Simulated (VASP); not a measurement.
A run of VASP 6.6.1 is set up as follows.

The input INCAR:

```
SYSTEM = TiAl3
PREC = Accurate ; ENCUT = 600
EDIFF = 1E-6 ; ISMEAR = 0
SIGMA = 0.1 ; LREAL = .FALSE.
LASPH = .TRUE. ; NELM = 100
ALGO = Fast ; ISIF = 3
LWAVE = .FALSE. ; LCHARG = .FALSE.
GGA = PE ; IBRION = 2
NSW = 100 ; EDIFFG = -0.01
```

The input KPOINTS:

```
Automatic mesh
0
G
  16 10 10
  0 0 0
```

Contents of POSCAR:

```
TiAl3
1.0
    2.8396770000      0.0000000000      0.0000000000
    0.0000000000      4.6812640000      0.0000000000
    0.0000000000      0.0000000000      4.9007420000
Ti Al
1 3
Direct
    0.0000000000      0.5000000000      0.1659160000
    0.5000000000      0.5000000000      0.6672710000
    0.5000000000      0.0000000000      0.3309120000
    0.0000000000      0.0000000000      0.8359000000
```

Potentials or basis: VASP PAW PBE potentials, release 64 (Ti_sv, Al).

The run is started by

```bash
$ cat potpaw_PBE.64/Ti_sv/POTCAR potpaw_PBE.64/Al/POTCAR > POTCAR
$ mpirun -np 1 vasp_std > vasp.out
```

Predict the relaxed cell.

a = 2.800 Å, b = 4.716 Å, c = 4.930 Å, α = 90.00°, β = 90.00°, γ = 90.00°.

What does it give for the space group after relaxing (to 0.1 Å)?

Pmm2 (No. 25).

Estimate the band gap on the k mesh.

zero (an odd number of electrons rules out a gap without spin polarisation).

Final structure:
```xyz
4
Lattice="2.8004 0.0000 0.0000 0.0000 4.7164 0.0000 0.0000 0.0000 4.9300" Properties=species:S:1:pos:R:3 pbc="T T T"
Ti    0.0000    2.3582    0.8040
Al    1.4002    2.3582    3.2731
Al    1.4002    0.0000    1.6444
Al    0.0000    0.0000    4.1386
```
